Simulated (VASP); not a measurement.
**Pt: relaxation of cell and atoms with PBE**

Crystal: Pt.

```xyz
1
Lattice="2.5500 0.0000 0.0000 0.0000 2.5500 0.0000 0.0000 0.0000 2.5500" Properties=species:S:1:pos:R:3 pbc="T T T"
Pt    0.0000    0.0000    0.0000
```

This isn't the form of Pt at room conditions, which is fcc.

```json
{
  "Program": "VASP 6.6.1",
  "Task": "relaxation of cell and atoms",
  "Functional": "PBE",
  "Potentials or basis": "VASP PAW PBE potentials, release 64 (Pt)",
  "Cutoff": "600 eV",
  "k mesh": "17 × 17 × 17",
  "Occupations": "methfessel-paxton, width 0.05 eV",
  "Spin": "no spin polarisation",
  "Dipole correction": "no",
  "Further INCAR settings": "ALGO = Normal; EDIFF = 1e-06; IBRION = 2; EDIFFG = -0.02; NSW = 80; ISIF = 3"
}
```

```
Relaxed volume                        : 18.00 Å³/atom
Relaxed cell                          : a = 2.621 Å, b = 2.621 Å, c = 2.621 Å, α = 90.00°, β = 90.00°, γ = 90.00°
Space group after relaxing (to 0.1 Å) : Pm-3m (No. 221)
Energy gained by relaxing             : 79.5 meV/atom
Ionic steps                           : 5
Pressure after relaxing               : 0.1 GPa
Band gap on the k mesh                : zero (bands 5 and 6 overlap by 2.94 eV)
```

The path:
```csv
step,energy change (eV),largest force (eV/Å),pressure (GPa),volume (Å³)
1,0.0000,0.0000,19.36,16.58
2,0.2338,0.0000,-21.09,21.87
3,-0.0790,0.0000,-1.20,18.13
4,-0.0795,0.0000,-0.19,18.03
5,-0.0795,0.0000,0.12,18.00
```

Final structure:
```
Pt
1.0
     2.62081    0.00000    0.00000
     0.00000    2.62081    0.00000
     0.00000    0.00000    2.62081
Pt
1
Direct
  0.00000 0.00000 0.00000
```

Levels at points of the mesh, in eV from the Fermi level:
| k point | band 2 | band 3 | band 4 | band 5 | band 6 | band 7 | band 8 | band 9 |
| --- | --- | --- | --- | --- | --- | --- | --- | --- |
| (0.00, 0.00, 0.00) | -5.63 | -5.63 | 0.30 | 0.30 | 0.30 | 15.22 | 15.22 | 15.22 |

Wall time 41 s on 1 thread of Intel(R) Xeon(R) Platinum 8488C (Sapphire Rapids), on a shared host, peak memory 0.15 GiB.

Caveat: spin-orbit coupling is left out, which moves the levels of the heavy elements.
